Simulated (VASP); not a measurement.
# WBr2F2 (P-6m2) in VASP: a series of runs

Runs on WBr2F2. Level: PBE. Tasks: single point.

All numbers are computed with VASP 6.6.1; they aren't measurements. Logs are shortened: lines on timing, memory, paths and dates and some standing lists are left out, and cuts for length are marked.

**1. The cell of the first run**

The structure is hexagonal, space group P-6m2 (No. 187). Conventional cell: a = 4.389 Å, b = 4.389 Å, c = 5.252 Å, α = 90.00°, β = 90.00°, γ = 120.00°. Within 3.3 Å of W (site symmetry -6m2) lie 5 Br at 2.53 to 2.63 Å and 6 F at 2.77 Å. Within 3.5 Å of Br (site symmetry -6m2) lie 2 W at 2.63 Å and 6 F at 2.94 Å. Br (site symmetry -6m2) has 3 W at 2.53 Å and 6 F at 2.77 Å within 3.3 Å. F (site symmetry 3m) has 2 F at 2.26 to 2.99 Å and 3 W at 2.77 Å and 6 Br at 2.77 to 2.94 Å within 3.0 Å.

The cell was generated, and may not be a known phase.

**2. Single point, PBE, collinear spin**

The input, INCAR:

```
  PREC = Accurate
  ENCUT = 520
  EDIFF = 1E-6
  ISMEAR = 0
  SIGMA = 0.1
  LREAL = F
  LASPH = T
  NELM = 150
  ALGO = Normal
  ISIF = 2
  LWAVE = F
  LCHARG = F
  ISPIN = 2
  MAGMOM = 1.4 -0.08 0.01 0.04 0.04
  LORBIT = 11
  LMAXMIX = 4
  GGA = PE
  NBANDS = 33
```

The input, KPOINTS:

```
regular mesh
0
Gamma
  6 6 2
```

The input, POSCAR:

```
WBr2F2
1.0
    4.3887321912      0.0000000000      0.0000000000
   -2.1943660956      3.8007535680      0.0000000000
    0.0000000000      0.0000000000      5.2521792154
W Br F
1 2 2
Direct
    0.6666666667      0.3333333333      0.0000000000
    0.6666666667      0.3333333333      0.5000000000
    0.3333333333      0.6666666667      0.0000000000
    0.0000000000      0.0000000000      0.7850445772
    0.0000000000      0.0000000000      0.2149554228
```

Potentials or basis: VASP PAW PBE potentials, release 64 (W_sv, Br, F).

Launch:

```console
$ cat potpaw_PBE.64/W_sv/POTCAR potpaw_PBE.64/Br/POTCAR potpaw_PBE.64/F/POTCAR > POTCAR
$ mpirun -np 1 vasp_std > vasp.out
```

OUTCAR:

```text
PREC = Accurate
   ENCUT = 520
   EDIFF = 1E-6
   ISMEAR = 0
   LREAL = F
   LASPH = T
   NELM = 150
   ISIF = 2
   ISPIN = 2
   LORBIT = 11
   GGA = PE

 ion  position               nearest neighbor table
   1  0.667  0.333  0.000-   3 2.53   3 2.53   3 2.53   2 2.63   2 2.63
   2  0.667  0.333  0.500-   1 2.63   1 2.63
   3  0.333  0.667  0.000-   1 2.53   1 2.53   1 2.53
   4  0.000  0.000  0.785-
   5  0.000  0.000  0.215-

  LATTYP: Found a hexagonal cell.
 ALAT       =     4.3887321912
 C/A-ratio  =     1.1967417893

  Lattice vectors:

 A1 = (   4.3887321912,   0.0000000000,   0.0000000000)
 A2 = (  -2.1943660956,   3.8007535680,   0.0000000000)
 A3 = (   0.0000000000,   0.0000000000,   5.2521792154)

Analysis of symmetry for initial positions (statically):
=====================================================================
 Subroutine PRICEL returns:
 Original cell was already a primitive cell.

 Routine SETGRP: Setting up the symmetry group for a
 hexagonal supercell.

 Subroutine GETGRP returns: Found 12 space group operations
 (whereof 12 operations were pure point group operations)
 out of a pool of 24 trial point group operations.

The static configuration has the point symmetry D_3h.

Analysis of symmetry for dynamics (positions and initial velocities):
=====================================================================
 Subroutine PRICEL returns:
 Original cell was already a primitive cell.

 Routine SETGRP: Setting up the symmetry group for a
 hexagonal supercell.

 Subroutine GETGRP returns: Found 12 space group operations
 (whereof 12 operations were pure point group operations)
 out of a pool of 24 trial point group operations.

The dynamic configuration has the point symmetry D_3h.

Analysis of structural, dynamic, and magnetic symmetry:
=====================================================================
 Subroutine PRICEL returns:
 Original cell was already a primitive cell.

 Routine SETGRP: Setting up the symmetry group for a
 hexagonal supercell.

 Subroutine GETGRP returns: Found 12 space group operations
 (whereof 12 operations were pure point group operations)
 out of a pool of 24 trial point group operations.

The overall configuration has the point symmetry D_3h.

 Subroutine INISYM returns: Found 12 space group operations
 (whereof 12 operations are pure point group operations),
 and found     1 'primitive' translations

----------------------------------------------------------------------------------------

[... 118 lines left out ...]
 spin polarized calculation
 Gauss-broadening in eV      SIGMA  =   0.10
  energy-cutoff  :      520.00
  volume of cell :       87.61
 maximum number of plane-waves:      2380
 NGX is ok and might be reduce to    36
   NGX = 17   NGY = 17   NGZ = 19

 number of electron      41.9999994 magnetization       1.3221310

 Free energy of the ion-electron system (eV)
  ---------------------------------------------------
  ext. energy  EPLUGINS =         0.00000000
  ---------------------------------------------------
  free energy    TOTEN  =       -21.16696905 eV

  energy without entropy =      -21.15204909  energy(sigma->0) =      -21.15950907

 E-fermi :   3.7120     XC(G=0): -10.1651

 val. band max:        3.7025626327   @ k =   0.1667   0.1667   0.0000
 cond. band min:       3.7497761606   @ k =   0.3333   0.0000   0.0000
 fundamental gap:      0.0472135279
 Fermi energy:         3.7120409094

 spin component 1

 k-point     1 :       0.0000    0.0000    0.0000
  band No.  band energies     occupation
      1     -72.1623      1.00000
      2     -36.4479      1.00000
      3     -36.4479      1.00000
      4     -36.1919      1.00000
      5     -18.2145      1.00000
      6     -17.4489      1.00000
[... 493 lines left out ...]
     32      15.0944      0.00000
     33      15.1196      0.00000
 Fermi energy:         3.7120409094

 spin component 2

 k-point     1 :       0.0000    0.0000    0.0000
  band No.  band energies     occupation
      1     -71.6049      1.00000
      2     -35.7192      1.00000
      3     -35.7192      1.00000
      4     -35.4057      1.00000
      5     -18.1707      1.00000
      6     -17.4063      1.00000
[... 493 lines left out ...]
     32      15.1502      0.00000
     33      15.2306      0.00000

------------------------ aborting loop because EDIFF is reached ----------------------------------------

  FORCE on cell =-STRESS in cart. coord.  units (eV):
  Direction    XX          YY          ZZ          XY          YZ          ZX
  --------------------------------------------------------------------------------------
  -------------------------------------------------------------------------------------
  Total       -0.6464200     -0.6464200     -0.6117467      0.0000000      0.0000000      0.0000000
  in kB      -11.8216204    -11.8216204    -11.1875220      0.0000000      0.0000000      0.0000000
  external PRESSURE =     -11.6102543 kB  Pullay stress =       0.0000000 kB

 VOLUME and BASIS-vectors are now :
 -----------------------------------------------------------------------------
  energy-cutoff  :      520.00
  volume of cell :       87.61
      direct lattice vectors                 reciprocal lattice vectors
     4.388732191  0.000000000  0.000000000     0.227856236  0.131552859  0.000000000
    -2.194366096  3.800753568  0.000000000     0.000000000  0.263105719  0.000000000
     0.000000000  0.000000000  5.252179215     0.000000000  0.000000000  0.190397159

 POSITION                                       TOTAL-FORCE (eV/Angst)
 -----------------------------------------------------------------------------------
      2.19437      1.26692      0.00000        -0.000000     -0.000000      0.000000
      2.19437      1.26692      2.62609         0.000000     -0.000000      0.000000
     -0.00000      2.53384      0.00000        -0.000000      0.000000      0.000000
      0.00000      0.00000      4.12319         0.000000     -0.000000      0.019141
      0.00000      0.00000      1.12898        -0.000000     -0.000000     -0.019141
 -----------------------------------------------------------------------------------
    total drift:                                0.000000     -0.000000      0.000000

  FREE ENERGIE OF THE ION-ELECTRON SYSTEM (eV)
  ---------------------------------------------------
  free  energy   TOTEN  =       -21.1669690529 eV

  energy  without entropy=      -21.1520490860  energy(sigma->0) =      -21.15950907

 total charge

# of ion       s       p       d       tot
------------------------------------------
    1        2.253   6.157   3.125  11.536
    2        1.625   3.163   0.041   4.828
    3        1.623   3.170   0.087   4.880
    4        1.752   4.258   0.000   6.010
    5        1.752   4.258   0.000   6.010
--------------------------------------------------
tot          9.004  21.007   3.253  33.264

 magnetization (x)

# of ion       s       p       d       tot
------------------------------------------
    1        0.035   0.010   1.104   1.149
    2        0.015  -0.079   0.019  -0.046
    3        0.007  -0.037   0.017  -0.013
    4        0.002   0.021   0.000   0.022
    5        0.002   0.021   0.000   0.022
--------------------------------------------------
tot          0.060  -0.064   1.139   1.135
```

OSZICAR:

```text
N       E                     dE             d eps       ncg     rms          rms(c)
DAV:   1     0.360733322508E+03    0.36073E+03   -0.22530E+04  2016   0.123E+03
DAV:   2    -0.451978014908E+01   -0.36525E+03   -0.34843E+03  2147   0.342E+02
DAV:   3    -0.266997133805E+02   -0.22180E+02   -0.21932E+02  2244   0.842E+01
[... 11 lines left out ...]
DAV:  15    -0.211669456229E+02   -0.29447E-04   -0.71566E-05  1961   0.372E-02    0.173E-02
DAV:  16    -0.211669585720E+02   -0.12949E-04   -0.33411E-05  2062   0.256E-02    0.959E-03
DAV:  17    -0.211669652787E+02   -0.67067E-05   -0.20321E-05  1974   0.180E-02    0.561E-03
DAV:  18    -0.211669682315E+02   -0.29528E-05   -0.12371E-05  2022   0.144E-02    0.363E-03
DAV:  19    -0.211669690529E+02   -0.82134E-06   -0.26190E-06  1419   0.709E-03
   1 F= -.21166969E+02 E0= -.21159509E+02  d E =-.149200E-01  mag=     1.3236
```

Run time: 2.9 min. Hardware: 1 thread of Intel Xeon Platinum 8375C at 2.90GHz (Ice Lake), shared host; peak memory 0.28 GiB.

Results:

```
Free energy                                           : -21.1670 eV
Pressure                                              : -1.2 GPa
Largest force                                         : 0.019 eV/Å
Net moment                                            : 1.32 μB per cell
Site moments                                          : W +1.15; Br -0.05, -0.01; F +0.02 μB
Valence electrons inside the program's atomic spheres : W 11.54; Br 4.83, 4.88; F 6.01
```

Forces on the atoms (eV/Å):
```
W    0.000  0.000  0.000
Br   0.000  0.000  0.000
Br   0.000  0.000  0.000
F    0.000  0.000  0.019
F    0.000  0.000 -0.019
```

Caveat: the k points lie up to 0.60 Å⁻¹ apart; spin-orbit coupling is left out, which moves the levels of the heavy elements.

(Part 1 of 2 ends here.)
